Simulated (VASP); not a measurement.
Input of a VASP 6.6.1 run:

The input INCAR:

```
SYSTEM = BN
PREC = Accurate
ENCUT = 520
EDIFF = 1E-6
ISMEAR = -1
SIGMA = 0.02
LREAL = .False.
LASPH = .True.
NELM = 100
ALGO = Normal
ISIF = 2
LWAVE = .False.
LCHARG = .False.
GGA = PS
NBANDS = 16
```

Contents of KPOINTS:

```
regular mesh
0
Gamma
  11 11 4
  0 0 0
```

File POSCAR:

```
BN
1.0
    2.5369427423      0.0000000000      0.0000000000
   -1.2684713712      2.1970568628      0.0000000000
    0.0000000000      0.0000000000      6.7488574207
B N
2 2
Direct
    0.3333333333      0.6666666667      0.2500000000
    0.6666666667      0.3333333333      0.7500000000
    0.3333333333      0.6666666667      0.7500000000
    0.6666666667      0.3333333333      0.2500000000
```

Potentials or basis: VASP PAW PBE potentials, release 64 (B, N).

Command:

```console
$ cat potpaw_PBE.64/B/POTCAR potpaw_PBE.64/N/POTCAR > POTCAR
$ mpirun -np 1 vasp_std > vasp.out
```

Q: Estimate the band gap on the k mesh.

A: 4.18 eV, indirect (least direct gap 4.51 eV).

Q: What does it give for the pressure?

A: -8.2 GPa.

Stress tensor (GPa, compression positive):
```
-12.47   0.00   0.00
  0.00 -12.47   0.00
  0.00   0.00   0.38
```

Caveat: the PAW data sets were made with another functional, which shifts forces and pressure a little; this functional lacks dispersion, which binds the layers, so the pressure and a relaxed spacing across them are unreliable. A k mesh can miss the band edges.
